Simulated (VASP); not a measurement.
# Ni (Fmmm) in VASP: further runs

Runs on Ni. Level: PBE. Tasks: single point.

Program: VASP 6.6.1. These are calculated values, not measurements. Logs are shortened: lines on timing, memory, paths and dates and some standing lists are left out, and cuts for length are marked.

## 1. The cell of the first run

It takes space group Fmmm (No. 69, orthorhombic). The conventional cell has a = 2.867 Å, b = 3.641 Å, c = 4.046 Å, α = 90.00°, β = 90.00°, γ = 90.00°. Within 3.1 Å of Ni (site symmetry mmm) lie 14 Ni at 2.32 to 2.87 Å.

## 2. Single point, PBE, collinear spin, ferromagnetic start

File INCAR:

```
SYSTEM = Ni
ALGO = Fast
EDIFF = 1E-7
ENCUT = 520
GGA = PE
ISIF = 2
ISMEAR = 0
ISPIN = 2
LASPH = .True.
LCHARG = .False.
LMAXMIX = 4
LORBIT = 11
LREAL = .False.
LWAVE = .False.
MAGMOM = 0.75
NBANDS = 15
NELM = 150
PREC = Accurate
SIGMA = 0.15
```

File KPOINTS:

```
k-points
0
Gamma
  22 22 22
  0 0 0
```

File POSCAR:

```
Ni
1.0
    0.0000000000      1.8206134584      2.0229038427
    1.4336231581      0.0000000000      2.0229038427
    1.4336231581      1.8206134584      0.0000000000
Ni
1
Direct
    0.0000000000      0.0000000000      0.0000000000
```

Potentials or basis: VASP PAW PBE potentials, release 64 (Ni).

Command:

```
$ cat potpaw_PBE.64/Ni/POTCAR > POTCAR
$ mpirun -np 1 vasp_std > vasp.out
```

OUTCAR:

```text
SYSTEM = Ni
   EDIFF = 1E-7
   ENCUT = 520
   GGA = PE
   ISIF = 2
   ISMEAR = 0
   ISPIN = 2
   LASPH = .True.
   LORBIT = 11
   LREAL = .False.
   NELM = 150
   PREC = Accurate

 ion  position               nearest neighbor table
   1  0.000  0.000  0.000-

  LATTYP: Found a face centered orthorhombic cell.
 ALAT       =     2.8672463162
 B/A-ratio  =     1.2699386503
 C/A-ratio  =     1.4110429448

  Lattice vectors:

 A1 = (   0.0000000000,   1.8206134584,   2.0229038427)
 A2 = (   1.4336231581,   0.0000000000,   2.0229038427)
 A3 = (   1.4336231581,   1.8206134584,   0.0000000000)

Analysis of symmetry for initial positions (statically):
=====================================================================
 Subroutine PRICEL returns:
 Original cell was already a primitive cell.

 Routine SETGRP: Setting up the symmetry group for a
 face centered orthorhombic supercell.

 Subroutine GETGRP returns: Found  8 space group operations
 (whereof  8 operations were pure point group operations)
 out of a pool of  8 trial point group operations.

The static configuration has the point symmetry D_2h.

Analysis of symmetry for dynamics (positions and initial velocities):
=====================================================================
 Subroutine PRICEL returns:
 Original cell was already a primitive cell.

 Routine SETGRP: Setting up the symmetry group for a
 face centered orthorhombic supercell.

 Subroutine GETGRP returns: Found  8 space group operations
 (whereof  8 operations were pure point group operations)
 out of a pool of  8 trial point group operations.

The dynamic configuration has the point symmetry D_2h.

Analysis of structural, dynamic, and magnetic symmetry:
=====================================================================
 Subroutine PRICEL returns:
 Original cell was already a primitive cell.

 Routine SETGRP: Setting up the symmetry group for a
 face centered orthorhombic supercell.

 Subroutine GETGRP returns: Found  8 space group operations
 (whereof  8 operations were pure point group operations)
 out of a pool of  8 trial point group operations.

The overall configuration has the point symmetry D_2h.

 Subroutine INISYM returns: Found  8 space group operations
 (whereof  8 operations are pure point group operations),
 and found     1 'primitive' translations

----------------------------------------------------------------------------------------

                                     Primitive cell

  volume of cell :      10.5599

  direct lattice vectors                    reciprocal lattice vectors
     0.000000000  1.820613458  2.022903843    -0.348766688  0.274632706  0.247169435
     1.433623158  0.000000000  2.022903843     0.348766688 -0.274632706  0.247169435
     1.433623158  1.820613458  0.000000000     0.348766688  0.274632706 -0.247169435

  length of vectors
     2.721538778  2.479398176  2.317306351     0.508088629  0.508088629  0.508088629

  position of ions in fractional coordinates (direct lattice)
     0.000000000  0.000000000  0.000000000

  ion indices of the primitive-cell ions
   primitive index   ion index
                 1           1

----------------------------------------------------------------------------------------

 KPOINTS: k-points

Automatic generation of k-mesh.
 Grid dimensions read from file:
 generate k-points for:   22   22   22

 Generating k-lattice:

  Cartesian coordinates                     Fractional coordinates (reciprocal lattice)
    -0.015853031  0.012483305  0.011234974     0.045454545  0.000000000  0.000000000
     0.015853031 -0.012483305  0.011234974     0.000000000  0.045454545 -0.000000000
     0.015853031  0.012483305 -0.011234974     0.000000000 -0.000000000  0.045454545

  Length of vectors
     0.023094938  0.023094938  0.023094938

  Shift w.r.t. Gamma in fractional coordinates (k-lattice)
     0.000000000  0.000000000  0.000000000

 Subroutine IBZKPT returns following result:
 ===========================================

 Found   1530 irreducible k-points:

 Following reciprocal coordinates:
            Coordinates               Weight
  0.000000  0.000000  0.000000      1.000000
  0.045455  0.000000 -0.000000      8.000000
  0.090909  0.000000 -0.000000      8.000000
  0.136364  0.000000  0.000000      8.000000
  0.181818  0.000000  0.000000      8.000000
  0.227273  0.000000  0.000000      8.000000
[... 16 lines left out ...]
  0.500000  0.045455  0.000000      8.000000
 -0.454545  0.045455 -0.000000      8.000000
 [... further k-points ...]
   k-points           NKPTS =   1530   k-points in BZ     NKDIM =   1530   number of bands    NBANDS=     15
   number of dos      NEDOS =    301   number of ions     NIONS =      1
   total plane-waves  NPLWV =   6480
   dimension x,y,z NGX =    20 NGY =   18 NGZ =   18
   dimension x,y,z NGXF=    40 NGYF=   36 NGZF=   36
   ions per type =               1
   NGX,Y,Z   is equivalent  to a cutoff of  12.22, 12.07, 12.91 a.u.
   NGXF,Y,Z  is equivalent  to a cutoff of  24.43, 24.14, 25.83 a.u.
 SYSTEM =  Ni
   PREC   = accura    normal or accurate (medium, high low for compatibility)
   ISTART =      0    job   : 0-new  1-cont  2-samecut
   ICHARG =      2    charge: 1-file 2-atom 10-const
   ISPIN  =      2    spin polarized calculation?
   LNONCOLLINEAR =      F non collinear calculations
   LSORBIT =      F    spin-orbit coupling
   LASPH  =      T    aspherical Exc in radial PAW
   ENCUT  =  520.0 eV  38.22 Ry    6.18 a.u.   5.06  4.61  4.31*2*pi/ulx,y,z
   NELM   =    150;   NELMIN=  2; NELMDL= -5     # of ELM steps
   EDIFF  = 0.1E-06   stopping-criterion for ELM
   LREAL  =      F    real-space projection
   EDIFFG = 0.1E-05   stopping-criterion for IOM
   NSW    =      0    number of steps for IOM
   IBRION =     -1    ionic relax: 0-MD 1-quasi-New 2-CG
   NFREE  =      0    steps in history (QN), initial steepest desc. (CG)
   ISIF   =      2    stress and relaxation
   ISYM   =      2    0-nonsym 1-usesym 2-fastsym
   POTIM  = 0.5000    time-step for ionic-motion
   TEBEG  =    0.0;   TEEND  =   0.0 temperature during run
   PSTRESS=    0.0 pullay stress
   NELECT =      10.0000    total number of electrons
   NUPDOWN=      -1.0000    fix difference up-down
   EMIN   =  10.00;   EMAX   =-10.00  energy-range for DOS
   EFERMI =   0.00;   METHOD = LEGACY
   ISMEAR =     0;   SIGMA  =   0.15  broadening in eV -4-tet -1-fermi 0-gaus
   EFERMI_NEDOS =   21; number of points for ismear=-14 and -15
   IALGO  =     68    algorithm
   IMIX   =      4    mixing-type and parameters
     AMIX     =   0.40;   BMIX     =  1.00
     AMIX_MAG =   1.60;   BMIX_MAG =  1.00
  volume/ion in A,a.u.               =      10.56        71.26
  Fermi-wavevector in a.u.,A,eV,Ry     =   1.607640  3.037999 35.164349  2.584507
  Thomas-Fermi vector in A             =   2.703637
   LORBIT       =     11    0 simple, 1 ext, 2 COOP (PROOUT), +10 PAW based schemes
   GGA     = PE    functional components
   LHFCALC =     F    Hartree Fock is set to
   AEXX    =    0.0000 exact exchange contribution
   IVDW    =     0    specifies the selected vdW correction
   LEPSILON=     F    determine dielectric tensor
   LRPA    =     F    only Hartree local field effects (RPA)
 spin polarized calculation
 RMM-DIIS sequential band-by-band and
 Gauss-broadening in eV      SIGMA  =   0.15
  energy-cutoff  :      520.00
  volume of cell :       10.56
 maximum number of plane-waves:       298
   NGX = 11   NGY =  9   NGZ =  9

 number of electron      10.0000000 magnetization       0.7500000

 number of electron       9.9999998 magnetization       0.5025918

 Free energy of the ion-electron system (eV)
  ---------------------------------------------------
  ext. energy  EPLUGINS =         0.00000000
  ---------------------------------------------------
  free energy    TOTEN  =        -5.32426952 eV

  energy without entropy =       -5.30511357  energy(sigma->0) =       -5.31469155

 E-fermi :   9.6882     XC(G=0): -13.4224

 val. band max:        9.6879971938   @ k =  -0.4091   0.2727   0.1818
 cond. band min:       9.6885568972   @ k =  -0.3636   0.0909   0.4545
 fundamental gap:      0.0005597034
 Fermi energy:         9.6881572758

 spin component 1

 k-point     1 :       0.0000    0.0000    0.0000
  band No.  band energies     occupation
      1       0.5884      1.00000
      2       6.8196      1.00000
      3       7.4278      1.00000
      4       7.6850      1.00000
      5       8.6281      1.00000
      6       9.0446      1.00000
      7      35.1232      0.00000
      8      35.7785      0.00000
      9      37.6997      0.00000
     10      40.2649      0.00000
     11      41.2586      0.00000
     12      41.4428      0.00000
     13      41.7483      0.00000
     14      42.6671      0.00000
[... 401 lines left out ...]
      2       6.4699      1.00000
      3       8.5813      1.00000
      4       8.8042      1.00000
      5       9.2666      0.99996
      6      10.3087      0.00000
      7      16.3993      0.00000
      8      27.4228      0.00000
      9      32.4644      0.00000
     10      34.4950      0.00000
     11      39.1037      0.00000
     12      44.7311      0.00000
     13      49.4350      0.00000
     14      51.4115      0.00000
     15      55.6772      0.00000

 [... further k-points ...]

 spin component 2

 k-point     1 :       0.0000    0.0000    0.0000
  band No.  band energies     occupation
      1       0.5785      1.00000
      2       7.3948      1.00000
      3       7.9843      1.00000
      4       8.3249      1.00000
      5       9.1261      1.00000
      6       9.4850      0.97226
      7      35.0412      0.00000
      8      35.6862      0.00000
      9      37.6506      0.00000
     10      40.2627      0.00000
     11      41.2210      0.00000
     12      41.6319      0.00000
     13      41.8752      0.00000
     14      42.7914      0.00000
[... 401 lines left out ...]
      2       7.0037      1.00000
      3       9.0452      1.00000
      4       9.1735      1.00000
      5       9.7086      0.42346
      6      10.6736      0.00000
      7      16.7151      0.00000
      8      27.4456      0.00000
      9      32.4958      0.00000
     10      34.5925      0.00000
     11      39.1796      0.00000
     12      44.7201      0.00000
     13      49.4436      0.00000
     14      51.5228      0.00000
     15      56.9823      0.00000

 [... further k-points ...]

------------------------ aborting loop because EDIFF is reached ----------------------------------------

  FORCE on cell =-STRESS in cart. coord.  units (eV):
  Direction    XX          YY          ZZ          XY          YZ          ZX
  --------------------------------------------------------------------------------------
  -------------------------------------------------------------------------------------
  Total        0.9440978      1.5377466     -0.5360582      0.0000000      0.0000000      0.0000000
  in kB      143.2417396    233.3121547    -81.3325832      0.0000000      0.0000000      0.0000000
  external PRESSURE =      98.4071037 kB  Pullay stress =       0.0000000 kB

 VOLUME and BASIS-vectors are now :
 -----------------------------------------------------------------------------
  energy-cutoff  :      520.00
  volume of cell :       10.56
      direct lattice vectors                 reciprocal lattice vectors
     0.000000000  1.820613458  2.022903843    -0.348766688  0.274632706  0.247169435
     1.433623158  0.000000000  2.022903843     0.348766688 -0.274632706  0.247169435
     1.433623158  1.820613458  0.000000000     0.348766688  0.274632706 -0.247169435

 POSITION                                       TOTAL-FORCE (eV/Angst)
 -----------------------------------------------------------------------------------
      0.00000      0.00000      0.00000         0.000000      0.000000      0.000000
 -----------------------------------------------------------------------------------
    total drift:                                0.000000     -0.000000     -0.000000

  FREE ENERGIE OF THE ION-ELECTRON SYSTEM (eV)
  ---------------------------------------------------
  free  energy   TOTEN  =        -5.3242695181 eV

  energy  without entropy=       -5.3051135744  energy(sigma->0) =       -5.31469155

 total charge

# of ion       s       p       d       tot
------------------------------------------
    1        0.507   0.517   8.355   9.379

 magnetization (x)

# of ion       s       p       d       tot
------------------------------------------
    1       -0.003  -0.016   0.527   0.508
```

Run time: 13 min. Hardware: 1 thread of Intel Xeon 8259CL, shared host; peak memory 0.45 GiB.

Results:

```
Free energy                                           : -5.3243 eV
Pressure                                              : 9.8 GPa
Net moment                                            : 0.50 μB per cell
Site moments                                          : Ni +0.51 μB
Valence electrons inside the program's atomic spheres : Ni 9.38
```

Stress tensor (GPa, compression positive):
```
14.32  0.00  0.00
 0.00 23.33  0.00
 0.00  0.00 -8.13
```

Caveat: the cell differs from its parent crystal (strain +e along x and -e along y -0.1100, strain +e along z and -e/2 along x and y +0.1500); the stress differs along the axes, from -8 to 23 GPa.

## 3. Single point, PBE, collinear spin, ferromagnetic start

File INCAR:

```
SYSTEM = Ni
ALGO = Fast ; EDIFF = 1E-6
ENCUT = 520 ; GGA = PE
ISIF = 2 ; ISMEAR = 0
ISPIN = 2 ; LASPH = .True.
LCHARG = .False. ; LMAXMIX = 4
LORBIT = 11 ; LREAL = .False.
LWAVE = .False. ; MAGMOM = 0.75
NBANDS = 15 ; NELM = 150
PREC = Accurate ; SIGMA = 0.15
```

KPOINTS is that of step 2.

File POSCAR:

```
Ni
1.0
    0.0000000000      1.9555323495      1.4951897967
    1.8264183129      0.0000000000      1.4951897967
    1.8264183129      1.9555323495      0.0000000000
Ni
1
Direct
    0.0000000000      0.0000000000      0.0000000000
```

Potentials or basis: VASP PAW PBE potentials, release 64 (Ni).

Command:

```
$ cat potpaw_PBE.64/Ni/POTCAR > POTCAR
$ mpirun -np 1 vasp_std > vasp.out
```

Wall time 12 min (1 thread of Intel Xeon 8259CL, shared host); peak memory 0.45 GiB.

It converged, with:

```yaml
Free_energy: -5.3800 eV
Pressure: 5.9 GPa
Net_moment: 0.56 μB per cell
Site_moments: Ni +0.56 μB
Valence_electrons_inside_the_program's_atomic_spheres: Ni 9.35
```

Stress tensor (GPa, compression positive):
```
11.89  0.00  0.00
 0.00 -5.92  0.00
 0.00  0.00 11.81
```

Levels at points of the mesh, in eV from the Fermi level:
Spin up:
```csv
k point,band 1,band 2,band 3,band 4,band 5,band 6,band 7,band 8,band 9,band 10
"(0.00, 0.00, 0.00)",-9.05,-2.78,-2.25,-2.02,-1.34,-0.68,25.21,26.52,27.70,30.72
"(0.50, 0.00, 0.00)",-4.77,-3.07,-1.39,-0.72,-0.16,-0.02,6.25,19.44,22.53,24.75
"(0.50, 0.50, 0.00)",-4.42,-4.26,-0.49,-0.39,-0.07,7.07,11.42,11.55,13.99,17.09
"(0.50, 0.00, 0.50)",-4.77,-3.83,-0.56,-0.53,-0.18,0.26,6.67,18.28,18.92,23.07
"(0.00, 0.50, 0.50)",-4.67,-3.67,-0.81,-0.73,0.07,1.58,8.33,16.91,17.37,21.75
```
Spin down:
| k point | band 3 | band 4 | band 5 | band 6 | band 7 | band 8 |
| --- | --- | --- | --- | --- | --- | --- |
| (0.00, 0.00, 0.00) | -1.55 | -1.43 | -0.76 | -0.20 | 25.09 | 26.42 |
| (0.50, 0.00, 0.00) | -0.86 | -0.14 | -0.06 | 0.57 | 6.62 | 19.42 |
| (0.50, 0.50, 0.00) | 0.27 | 0.29 | 0.71 | 7.08 | 11.46 | 11.57 |
| (0.50, 0.00, 0.50) | 0.00 | 0.06 | 0.22 | 0.62 | 6.97 | 18.25 |
| (0.00, 0.50, 0.50) | -0.21 | -0.20 | 0.86 | 1.55 | 8.61 | 16.86 |

Caveat: the cell differs from its parent crystal (strain +e along x and -e along y -0.0367, strain +e along z and -e/2 along x and y -0.1500); the stress differs along the axes, from -6 to 12 GPa.
